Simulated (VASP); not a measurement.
# Ti3Al (P1) in VASP: single point with PBEsol

Aim: the single point of Ti3Al with PBEsol.

All numbers are computed with VASP 6.6.1; they aren't measurements. Logs are shortened: lines on timing, memory, paths and dates and some standing lists are left out, and cuts for length are marked.

## (1) The cell of the first run

The typed cell holds 4 atoms: a = 3.017 Å, b = 3.043 Å, c = 9.418 Å, α = 89.94°, β = 90.93°, γ = 121.93°.

## (2) Single point, PBEsol (atoms moved at random and the cell strained at random)

INCAR reads:

```
ALGO = Fast
EDIFF = 1E-6
ENCUT = 520
GGA = PS
ISIF = 2
ISMEAR = 0
LASPH = True
LCHARG = True
LELF = True
LREAL = False
LVHAR = True
LWAVE = False
NBANDS = 28
NELM = 100
PREC = Accurate
SIGMA = 0.1
```

KPOINTS reads:

```
k-points
0
Gamma
  14 14 4
```

POSCAR reads:

```
Ti3Al
1.0
    3.0162174768     -0.0585508445     -0.0244157021
   -1.5588152571      2.6133049692      0.0013313028
   -0.0769478591     -0.0395810930      9.4178090115
Ti Al
3 1
Direct
    0.6658474223      0.3806369127     -0.0322066271
    0.3308641924      0.5931179411      0.7695321253
    0.3191856095      0.7142779054      0.2444983235
    0.6840993600      0.3119672408      0.5181761782
```

Potentials or basis: VASP PAW PBE potentials, release 64 (Ti_sv, Al).

Run with:

```
$ cat potpaw_PBE.64/Ti_sv/POTCAR potpaw_PBE.64/Al/POTCAR > POTCAR
$ mpirun -np 1 vasp_std > vasp.out
```

OUTCAR:

```text
EDIFF = 1E-6
   ENCUT = 520
   GGA = PS
   ISIF = 2
   ISMEAR = 0
   LASPH = True
   LREAL = False
   NELM = 100
   PREC = Accurate

 ion  position               nearest neighbor table
   1  0.666  0.381  0.968-   2 2.36   2 2.58   2 2.76
   2  0.331  0.593  0.770-   1 2.36   1 2.58   1 2.76   4 2.87   4 2.92   4 3.02
   3  0.319  0.714  0.244-   4 2.99   4 3.08
   4  0.684  0.312  0.518-   2 2.87   2 2.92   3 2.99   2 3.02   3 3.08

  LATTYP: Found a triclinic cell.
 ALAT       =     3.0168845181
 B/A-ratio  =     0.9749505104
 C/A-ratio  =     3.1218319668
 COS(alpha) =     0.0155465327
 COS(beta)  =     0.0161794253
 COS(gamma) =     0.4785906193

  Lattice vectors:

 A1 = (  -3.0162174768,   0.0585508445,   0.0244157021)
 A2 = (  -1.4574022197,  -2.5547541247,   0.0230843993)
 A3 = (  -0.0769478591,  -0.0395810930,   9.4178090115)

Analysis of symmetry for initial positions (statically):
=====================================================================
 Subroutine PRICEL returns:
 Original cell was already a primitive cell.

 Routine SETGRP: Setting up the symmetry group for a
 triclinic supercell.

 Subroutine GETGRP returns: Found  1 space group operations
 (whereof  1 operations were pure point group operations)
 out of a pool of  2 trial point group operations.

The static configuration has the point symmetry C_1 .

Analysis of symmetry for dynamics (positions and initial velocities):
=====================================================================
 Subroutine PRICEL returns:
 Original cell was already a primitive cell.

 Routine SETGRP: Setting up the symmetry group for a
 triclinic supercell.

 Subroutine GETGRP returns: Found  1 space group operations
 (whereof  1 operations were pure point group operations)
 out of a pool of  2 trial point group operations.

The dynamic configuration has the point symmetry C_1 .

 Subroutine INISYM returns: Found  1 space group operations
 (whereof  1 operations are pure point group operations),
 and found     1 'primitive' translations

----------------------------------------------------------------------------------------

                                     Primitive cell

  volume of cell :      73.3681

  direct lattice vectors                    reciprocal lattice vectors
     3.016217477 -0.058550844 -0.024415702     0.335454300  0.200093949  0.003581770
    -1.558815257  2.613304969  0.001331303     0.007528977  0.387147328  0.001688615
    -0.076947859 -0.039581093  9.417809011     0.000868602  0.000464017  0.106190856

  length of vectors
     3.016884518  3.042904803  9.418206528     0.390614906  0.387224212  0.106195422

  position of ions in fractional coordinates (direct lattice)
     0.665847422  0.380636913  0.967793373
     0.330864192  0.593117941  0.769532125
     0.319185610  0.714277905  0.244498323
     0.684099360  0.311967241  0.518176178

  ion indices of the primitive-cell ions
   primitive index   ion index
                 1           1
                 2           2
                 3           3
                 4           4

----------------------------------------------------------------------------------------

 KPOINTS: k-points

Automatic generation of k-mesh.
 Grid dimensions read from file:
 generate k-points for:   14   14    4

 Generating k-lattice:

  Cartesian coordinates                     Fractional coordinates (reciprocal lattice)
     0.023961021  0.014292425  0.000255841     0.071428571 -0.000000000 -0.000000000
     0.000537784  0.027653381  0.000120615     0.000000000  0.071428571  0.000000000
     0.000217151  0.000116004  0.026547714    -0.000000000  0.000000000  0.250000000

  Length of vectors
     0.027901065  0.027658872  0.026548856

  Shift w.r.t. Gamma in fractional coordinates (k-lattice)
     0.000000000  0.000000000  0.000000000

 Subroutine IBZKPT returns following result:
 ===========================================

 Found    396 irreducible k-points:

 Following reciprocal coordinates:
            Coordinates               Weight
  0.000000  0.000000  0.000000      1.000000
  0.071429  0.000000  0.000000      2.000000
  0.142857  0.000000 -0.000000      2.000000
  0.214286  0.000000 -0.000000      2.000000
  0.285714  0.000000 -0.000000      2.000000
  0.357143  0.000000 -0.000000      2.000000
[... 16 lines left out ...]
  0.000000  0.142857 -0.000000      2.000000
  0.071429  0.142857 -0.000000      2.000000
 [... further k-points ...]
   k-points           NKPTS =    396   k-points in BZ     NKDIM =    396   number of bands    NBANDS=     28
   number of dos      NEDOS =    301   number of ions     NIONS =      4
   total plane-waves  NPLWV =  40320
   dimension x,y,z NGX =    24 NGY =   24 NGZ =   70
   dimension x,y,z NGXF=    48 NGYF=   48 NGZF=  140
   ions per type =               3   1
   NGX,Y,Z   is equivalent  to a cutoff of  13.23, 13.11, 12.36 a.u.
   NGXF,Y,Z  is equivalent  to a cutoff of  26.45, 26.22, 24.71 a.u.
 SYSTEM =  unknown system
   PREC   = accura    normal or accurate (medium, high low for compatibility)
   ISTART =      0    job   : 0-new  1-cont  2-samecut
   ICHARG =      2    charge: 1-file 2-atom 10-const
   ISPIN  =      1    spin polarized calculation?
   LNONCOLLINEAR =      F non collinear calculations
   LSORBIT =      F    spin-orbit coupling
   LASPH  =      T    aspherical Exc in radial PAW
   ENCUT  =  520.0 eV  38.22 Ry    6.18 a.u.   5.61  5.66 17.51*2*pi/ulx,y,z
   NELM   =    100;   NELMIN=  2; NELMDL= -5     # of ELM steps
   EDIFF  = 0.1E-05   stopping-criterion for ELM
   LREAL  =      F    real-space projection
   EDIFFG = 0.1E-04   stopping-criterion for IOM
   NSW    =      0    number of steps for IOM
   IBRION =     -1    ionic relax: 0-MD 1-quasi-New 2-CG
   NFREE  =      0    steps in history (QN), initial steepest desc. (CG)
   ISIF   =      2    stress and relaxation
   ISYM   =      2    0-nonsym 1-usesym 2-fastsym
   POTIM  = 0.5000    time-step for ionic-motion
   TEBEG  =    0.0;   TEEND  =   0.0 temperature during run
   PSTRESS=    0.0 pullay stress
   NELECT =      39.0000    total number of electrons
   NUPDOWN=      -1.0000    fix difference up-down
   EMIN   =  10.00;   EMAX   =-10.00  energy-range for DOS
   EFERMI =   0.00;   METHOD = LEGACY
   ISMEAR =     0;   SIGMA  =   0.10  broadening in eV -4-tet -1-fermi 0-gaus
   EFERMI_NEDOS =   21; number of points for ismear=-14 and -15
   IALGO  =     68    algorithm
   IMIX   =      4    mixing-type and parameters
     AMIX     =   0.40;   BMIX     =  1.00
     AMIX_MAG =   1.60;   BMIX_MAG =  1.00
  volume/ion in A,a.u.               =      18.34       123.78
  Fermi-wavevector in a.u.,A,eV,Ry     =   1.326154  2.506067 23.928343  1.758684
  Thomas-Fermi vector in A             =   2.455562
   LORBIT       =      0    0 simple, 1 ext, 2 COOP (PROOUT), +10 PAW based schemes
   GGA     = PS    functional components
   LHFCALC =     F    Hartree Fock is set to
   AEXX    =    0.0000 exact exchange contribution
   IVDW    =     0    specifies the selected vdW correction
   LEPSILON=     F    determine dielectric tensor
   LRPA    =     F    only Hartree local field effects (RPA)
 non-spin polarized calculation
 RMM-DIIS sequential band-by-band and
 Gauss-broadening in eV      SIGMA  =   0.10
  energy-cutoff  :      520.00
  volume of cell :       73.37
 maximum number of plane-waves:      2005
   NGX = 11   NGY = 11   NGZ = 35

 number of electron      38.9999998 magnetization

 Free energy of the ion-electron system (eV)
  ---------------------------------------------------
  ext. energy  EPLUGINS =         0.00000000
  ---------------------------------------------------
  free energy    TOTEN  =       -28.69439597 eV

  energy without entropy =      -28.67264822  energy(sigma->0) =      -28.68352209

 E-fermi :   7.1814     XC(G=0): -10.9584

 val. band max:        7.1810235337   @ k =  -0.2143   0.4286  -0.0000
 cond. band min:       7.1817948744   @ k =   0.3571   0.2857  -0.0000
 fundamental gap:      0.0007713407
 Fermi energy:         7.1813973808

 k-point     1 :       0.0000    0.0000    0.0000
  band No.  band energies     occupation
      1     -49.5724      2.00000
      2     -49.2902      2.00000
      3     -48.9751      2.00000
      4     -26.0874      2.00000
      5     -25.9358      2.00000
      6     -25.6843      2.00000
[... 20 lines left out ...]
     27       9.8297      0.00000
     28      10.3299      0.00000

 k-point     2 :       0.0714    0.0000    0.0000
  band No.  band energies     occupation
      1     -49.5694      2.00000
      2     -49.2842      2.00000
      3     -48.9749      2.00000
      4     -26.0827      2.00000
      5     -25.9348      2.00000
      6     -25.6910      2.00000
[... 20 lines left out ...]
     27       9.4853      0.00000
     28      10.2713      0.00000

 k-point     3 :       0.1429    0.0000   -0.0000
  band No.  band energies     occupation
      1     -49.5610      2.00000
      2     -49.2672      2.00000
      3     -48.9745      2.00000
      4     -26.0705      2.00000
      5     -25.9324      2.00000
      6     -25.7232      2.00000
[... 20 lines left out ...]
     27       9.3616      0.00000
     28       9.9888      0.00000

 k-point     4 :       0.2143    0.0000   -0.0000
  band No.  band energies     occupation
      1     -49.5488      2.00000
      2     -49.2416      2.00000
      3     -48.9748      2.00000
      4     -26.0568      2.00000
      5     -25.9297      2.00000
      6     -25.7971      2.00000
[... 578 lines left out ...]
     27       9.4463      0.00000
     28      10.3445      0.00000

 k-point    23 :       0.0000    0.1429   -0.0000
  band No.  band energies     occupation
      1     -49.5615      2.00000
      2     -49.2725      2.00000
      3     -48.9702      2.00000
      4     -26.0705      2.00000
      5     -25.9309      2.00000
      6     -25.7313      2.00000
[... 20 lines left out ...]
     27       9.4371      0.00000
     28       9.6238      0.00000

 k-point    24 :       0.0714    0.1429   -0.0000
  band No.  band energies     occupation
      1     -49.5532      2.00000
      2     -49.2593      2.00000
      3     -48.9663      2.00000
      4     -26.0570      2.00000
      5     -25.9280      2.00000
      6     -25.7722      2.00000
[... 20 lines left out ...]
     27       9.4671      0.00000
     28       9.7190      0.00000

 [... further k-points ...]
[... 5 lines left out ...]
  --------------------------------------------------------------------------------------
  -------------------------------------------------------------------------------------
  Total       -2.7828460     -4.4379580     -1.5192052      0.2987443      0.2593691     -0.0455368
  in kB      -60.7704164    -96.9139359    -33.1756528      6.5238314      5.6639741     -0.9944101
  external PRESSURE =     -63.6200017 kB  Pullay stress =       0.0000000 kB

 VOLUME and BASIS-vectors are now :
 -----------------------------------------------------------------------------
  energy-cutoff  :      520.00
  volume of cell :       73.37
      direct lattice vectors                 reciprocal lattice vectors
     3.016217477 -0.058550844 -0.024415702     0.335454300  0.200093949  0.003581770
    -1.558815257  2.613304969  0.001331303     0.007528977  0.387147328  0.001688615
    -0.076947859 -0.039581093  9.417809011     0.000868602  0.000464017  0.106190856

 POSITION                                       TOTAL-FORCE (eV/Angst)
 -----------------------------------------------------------------------------------
      1.34053      0.91743      9.09874         0.026912     -0.150219      2.821035
      0.01418      1.50017      7.24002        -0.100057      0.327412     -2.410718
     -0.16951      1.83826      2.29580         0.174337     -0.215549      0.174951
      1.53722      0.75470      4.86380        -0.101192      0.038356     -0.585269
 -----------------------------------------------------------------------------------
    total drift:                               -0.000240     -0.000399      0.001117

  FREE ENERGIE OF THE ION-ELECTRON SYSTEM (eV)
  ---------------------------------------------------
  free  energy   TOTEN  =       -28.6943959658 eV

  energy  without entropy=      -28.6726482211  energy(sigma->0) =      -28.68352209
```

It took 20 min on 1 thread of Intel Xeon 6975P-C (Granite Rapids), shared host; peak memory 0.71 GiB.

What came out:

```yaml
Free_energy: -28.6944 eV
Pressure: -6.4 GPa
Largest_force: 2.825 eV/Å
Band_gap_on_the_k_mesh: zero (an odd number of electrons rules out a gap without spin polarisation)
```

Forces in eV/Å, atoms in the order of the input:
```
Ti   0.027 -0.150  2.821
Ti  -0.100  0.327 -2.411
Ti   0.174 -0.216  0.175
Al  -0.101  0.038 -0.585
```

Levels at points of the mesh, in eV from the Fermi level:
```csv
k point,band 17,band 18,band 19,band 20,band 21,band 22,band 23,band 24
"(0.00, 0.00, 0.00)",-0.98,-0.16,0.39,0.54,0.67,0.71,0.85,1.23
"(0.50, 0.00, 0.00)",-1.39,-0.99,-0.62,-0.32,0.47,0.87,1.57,1.91
"(0.00, 0.50, 0.00)",-1.51,-1.20,-0.49,-0.38,0.24,0.79,1.63,1.88
"(0.50, 0.50, 0.00)",-1.45,-1.02,-0.50,-0.20,0.72,0.80,1.29,1.83
"(0.00, 0.00, 0.50)",-1.34,-0.10,0.37,0.52,0.67,0.70,0.83,1.23
"(0.50, 0.00, 0.50)",-1.39,-1.06,-0.79,0.00,0.33,0.78,1.53,2.12
"(0.00, 0.50, 0.50)",-1.46,-1.22,-0.93,0.02,0.15,0.92,1.65,1.93
"(0.50, 0.50, 0.50)",-1.49,-0.88,-0.71,-0.15,0.62,0.70,1.26,1.88
```

Caveat: the cell differs from its parent crystal (atoms moved at random and the cell strained at random); the cell stands under tension; the PAW data sets were made with another functional, which shifts forces and pressure a little.
